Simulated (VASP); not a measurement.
# Ti (P6_3/mmc) in VASP: notebook, part 2 of 2

VASP 6.6.1. The steps go on from the part before.

## (3) Relaxation of cell and atoms, PBE

This run uses another cell than the first one, of 17.64 Å³/atom, 1.013 times its volume.

Contents of INCAR:

```
PREC     = Accurate       # precision mode
ENCUT    = 600            # plane-wave cutoff, eV
EDIFF    = 1E-7           # SCF threshold, eV
ISMEAR   = 0              # smearing method
SIGMA    = 0.05           # smearing width, eV
LREAL    = False          # projectors in reciprocal space
LASPH    = True           # aspherical terms in the spheres
NELM     = 100            # most SCF steps
ALGO     = Normal         # electronic algorithm
ISIF     = 3              # what is computed and relaxed
LWAVE    = False          # write WAVECAR
LCHARG   = False          # write CHGCAR
GGA      = PE             # functional
IBRION   = 2              # ionic algorithm
NSW      = 80             # ionic steps
EDIFFG   = -0.02          # ionic threshold
```

Contents of KPOINTS:

```
Automatic mesh
0
Gamma
  7 7 4
```

Contents of POSCAR:

```
Ti
1.0
    2.9500000000      0.0000000000      0.0000000000
   -1.4750000000      2.5547700000      0.0000000000
    0.0000000000      0.0000000000      4.6800000000
Ti
2
Direct
    0.3333333333      0.6666666667      0.2500000000
    0.6666666667      0.3333333333      0.7500000000
```

Potentials or basis: VASP PAW PBE potentials, release 64 (Ti_sv).

Run with:

```console
> cat potpaw_PBE.64/Ti_sv/POTCAR > POTCAR
> mpirun -np 1 vasp_std > vasp.out
```

OUTCAR:

```text
PREC = Accurate
   ENCUT = 600
   EDIFF = 1E-7
   ISMEAR = 0
   LREAL = False
   LASPH = True
   NELM = 100
   ISIF = 3
   GGA = PE
   IBRION = 2
   NSW = 80
   EDIFFG = -0.02

 ion  position               nearest neighbor table
   1  0.333  0.667  0.250-   2 2.89   2 2.89   2 2.89   2 2.89   2 2.89   2 2.89
   2  0.667  0.333  0.750-   1 2.89   1 2.89   1 2.89   1 2.89   1 2.89   1 2.89

  LATTYP: Found a hexagonal cell.
 ALAT       =     2.9500000000
 C/A-ratio  =     1.5864406780

  Lattice vectors:

 A1 = (   2.9500000000,   0.0000000000,   0.0000000000)
 A2 = (  -1.4750000000,   2.5547700000,   0.0000000000)
 A3 = (   0.0000000000,   0.0000000000,   4.6800000000)

Analysis of symmetry for initial positions (statically):
=====================================================================
 Subroutine PRICEL returns:
 Original cell was already a primitive cell.

 Routine SETGRP: Setting up the symmetry group for a
 hexagonal supercell.

 Subroutine GETGRP returns: Found 24 space group operations
 (whereof 12 operations were pure point group operations)
 out of a pool of 24 trial point group operations.

The static configuration has the point symmetry D_3d.
 The point group associated with its full space group is D_6h.

Analysis of symmetry for dynamics (positions and initial velocities):
=====================================================================
 Subroutine PRICEL returns:
 Original cell was already a primitive cell.

 Routine SETGRP: Setting up the symmetry group for a
 hexagonal supercell.

 Subroutine GETGRP returns: Found 24 space group operations
 (whereof 12 operations were pure point group operations)
 out of a pool of 24 trial point group operations.

The dynamic configuration has the point symmetry D_3d.
[... 104 lines left out ...]
   NFREE  =      1    steps in history (QN), initial steepest desc. (CG)
   ISIF   =      3    stress and relaxation
   ISYM   =      2    0-nonsym 1-usesym 2-fastsym
   POTIM  = 0.5000    time-step for ionic-motion
   TEBEG  =    0.0;   TEEND  =   0.0 temperature during run
   PSTRESS=    0.0 pullay stress
   NELECT =      24.0000    total number of electrons
   NUPDOWN=      -1.0000    fix difference up-down
   EMIN   =  10.00;   EMAX   =-10.00  energy-range for DOS
   EFERMI =   0.00;   METHOD = LEGACY
   ISMEAR =     0;   SIGMA  =   0.05  broadening in eV -4-tet -1-fermi 0-gaus
   EFERMI_NEDOS =   21; number of points for ismear=-14 and -15
   IALGO  =     38    algorithm
   IMIX   =      4    mixing-type and parameters
     AMIX     =   0.40;   BMIX     =  1.00
     AMIX_MAG =   1.60;   BMIX_MAG =  1.00
  volume/ion in A,a.u.               =      17.64       119.01
  Fermi-wavevector in a.u.,A,eV,Ry     =   1.439921  2.721056 28.209948  2.073373
  Thomas-Fermi vector in A             =   2.558723
   LORBIT       =      0    0 simple, 1 ext, 2 COOP (PROOUT), +10 PAW based schemes
   GGA     = PE    functional components
   LHFCALC =     F    Hartree Fock is set to
   AEXX    =    0.0000 exact exchange contribution
   IVDW    =     0    specifies the selected vdW correction
   LEPSILON=     F    determine dielectric tensor
   LRPA    =     F    only Hartree local field effects (RPA)
 conjugate gradient relaxation of ions
 non-spin polarized calculation
 Gauss-broadening in eV      SIGMA  =   0.05
  energy-cutoff  :      600.00
  volume of cell :       35.27
 maximum number of plane-waves:      1194
 NGX is ok and might be reduce to    24
   NGX = 11   NGY = 11   NGZ = 19

--------------------------------------- Ionic step        1  -------------------------------------------

 number of electron      23.9999996 magnetization

 Free energy of the ion-electron system (eV)
  ---------------------------------------------------
  ext. energy  EPLUGINS =         0.00000000
  ---------------------------------------------------
  free energy    TOTEN  =       -15.67178709 eV

  energy without entropy =      -15.66840295  energy(sigma->0) =      -15.67009502

------------------------ aborting loop because EDIFF is reached ----------------------------------------

  FORCE on cell =-STRESS in cart. coord.  units (eV):
  Direction    XX          YY          ZZ          XY          YZ          ZX
  --------------------------------------------------------------------------------------
  -------------------------------------------------------------------------------------
  Total       -0.4648199     -0.4648181     -0.1793036      0.0000000      0.0000000     -0.0000000
  in kB      -21.1142479    -21.1141662     -8.1447887      0.0000000      0.0000000     -0.0000000
  external PRESSURE =     -16.7910676 kB  Pullay stress =       0.0000000 kB
[... 131 lines left out ...]
--------------------------------------- Ionic step        5  -------------------------------------------

 number of electron      23.9999991 magnetization

 Free energy of the ion-electron system (eV)
  ---------------------------------------------------
  ext. energy  EPLUGINS =         0.00000000
  ---------------------------------------------------
  free energy    TOTEN  =       -15.67589930 eV

  energy without entropy =      -15.67304787  energy(sigma->0) =      -15.67447358

 E-fermi :   8.4137     XC(G=0): -11.5001

 val. band max:        8.4128462144   @ k =   0.0000   0.0000   0.2500
 cond. band min:       8.4616932835   @ k =   0.1429   0.0000   0.0000
 fundamental gap:      0.0488470691
 Fermi energy:         8.4137385582

 k-point     1 :       0.0000    0.0000    0.0000
  band No.  band energies     occupation
      1     -48.5262      2.00000
      2     -48.3966      2.00000
      3     -25.0906      2.00000
      4     -24.4660      2.00000
      5     -24.4659      2.00000
      6     -24.4029      2.00000
[... 474 lines left out ...]
  FREE ENERGIE OF THE ION-ELECTRON SYSTEM (eV)
  ---------------------------------------------------
  free  energy   TOTEN  =       -15.6758992989 eV

  energy  without entropy=      -15.6730478710  energy(sigma->0) =      -15.67447358

 reached required accuracy - stopping structural energy minimisation
```

Wall time 94 s (1 thread of Intel Xeon 8259CL, shared host); peak memory 0.17 GiB.

What came out:

| Property | Result |
| --- | --- |
| Free energy | -15.6759 eV |
| Relaxed volume | 17.36 Å³/atom |
| Relaxed cell | a = 2.922 Å, b = 2.922 Å, c = 4.696 Å, α = 90.00°, β = 90.00°, γ = 120.00° |
| Space group after relaxing (to 0.05 Å) | P6_3/mmc (No. 194) |
| Energy gained by relaxing | 2.1 meV/atom |
| Ionic steps | 5 |
| Pressure after relaxing | 0.0 GPa |
| Band gap on the k mesh | zero (band 12 reaches 9.12 eV, above the bottom of band 13 at 8.12 eV) |

The path:
```csv
step,energy change (eV),largest force (eV/Å),pressure (GPa),volume (Å³)
1,0.0000,0.0000,-1.68,35.27
2,-0.0023,0.0000,1.29,34.34
3,-0.0036,0.0000,0.15,34.68
4,-0.0040,0.0000,0.07,34.71
5,-0.0041,0.0000,0.01,34.73
```

Final structure:
```cif
data_structure
_symmetry_space_group_name_H-M 'P 1'
_symmetry_Int_Tables_number 1
_cell_length_a 2.9221
_cell_length_b 2.9221
_cell_length_c 4.6959
_cell_angle_alpha 90.000
_cell_angle_beta 90.000
_cell_angle_gamma 120.000
_cell_volume 34.73
loop_
_atom_site_label
_atom_site_type_symbol
_atom_site_fract_x
_atom_site_fract_y
_atom_site_fract_z
_atom_site_occupancy
Ti1 Ti 0.33333 0.66667 0.25000 1
Ti2 Ti 0.66667 0.33333 0.75000 1
```
